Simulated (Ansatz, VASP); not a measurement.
## One calculation of TeMo5, two programs

```xyz
6
Lattice="0.0000 3.7219 3.7219 3.7219 0.0000 3.7219 3.7219 3.7219 0.0000" Properties=species:S:1:pos:R:3 pbc="T T T"
Te    0.0000    0.0000    0.0000
Mo    5.5828    5.5828    5.5828
Mo    2.7860    4.6577    4.6577
Mo    2.7860    2.7860    2.7860
Mo    4.6577    2.7860    4.6577
Mo    4.6577    4.6577    2.7860
```

Change from the starting cell: species swapped into the Be5Co type (F-43m, No. 216).

Alike in both runs: functional PBE; k mesh 10 × 10 × 10; occupations gaussian, width 0.1 eV; no spin polarisation.

Ansatz relaxed the structure, and its values are those at the end. VASP's run is a single point on that final structure, the one shown.

|  | VASP | Ansatz |
| --- | --- | --- |
| version | VASP 6.6.1 | Ansatz 0.2.0 |
| potentials or method | VASP PAW PBE potentials, release 64 (Te, Mo_sv), cutoff 520 eV | scalar-relativistic, plane waves, PAW |
| valence electrons in the cell | 76 | 86 |

Ansatz gave:

| Property | Result |
| --- | --- |
| gap on the k mesh at the Fermi level (eV) | none |
| pressure (GPa) | 0.0 |
| rms of the force components (eV/Å) | 0.003 |

Estimate VASP's values.

gap on the k mesh at the Fermi level (eV): none; pressure (GPa): 0.4; rms of the force components (eV/Å): 0.004.

A gap of «none» marks a metal or a gap that the smearing closes. VASP's potentials hold 76 valence electrons a cell and Ansatz's 86, so a difference there can come from the potentials and not from the codes.

Neither program's run includes spin-orbit coupling.
